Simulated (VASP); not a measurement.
Runs of VASP 6.6.1 on S. The structure is that of space group Fd-3m (No. 227), or close to it. The cells are those of the table. 

```csv
task,level,spin,cell,cutoff (eV),k mesh for the DOS,occupations for the DOS,gap on the mesh (eV),pressure (GPa)
single point,PBE,"collinear, ferromagnetic start","a = 3.533 Å, angles 60.0°, 2 atoms",520,-,-,none,38.9
single point,PBEsol,off,"a = 3.666 Å, angles 60.0°, 2 atoms",520,-,-,none,20.8
single point,PBEsol,off,"a = 3.533 Å, angles 60.0°, 2 atoms",520,-,-,none,(a)
single point,PBEsol,off,"a = 3.231 Å, angles 60.0°, 2 atoms",520,-,-,none,(b)
single point,PBEsol,off,"a = 3.907 Å, angles 60.0°, 2 atoms",520,-,-,none,4.7
single point,PBEsol,off,"a = 4.017 Å, angles 60.0°, 2 atoms",520,-,-,none,(c)
relaxation of cell and atoms,PBEsol,off,"relaxed from a = 3.917 Å, angles 60.0°, 2 atoms",600,-,-,none,0.0
single point,PBEsol,off,"a = 3.388 Å, angles 60.0°, 2 atoms",520,-,-,none,54.4
single point,PBEsol,off,"a = 3.791 Å, angles 60.0°, 2 atoms",520,-,-,none,11.4
```

Alike in all rows: potentials or basis VASP PAW PBE potentials, release 64 (S); k mesh 13 × 13 × 13; smearing fermi-dirac 0.05 eV.

**Question.** Fill in the values left out.

**Answer.** (a) 34.7; (b) 83.5; (c) 0.1.

Caveats: the PAW data sets were made with another functional, which shifts forces and pressure a little (some runs).

A gap of «none» marks levels without a gap at the run's occupations.
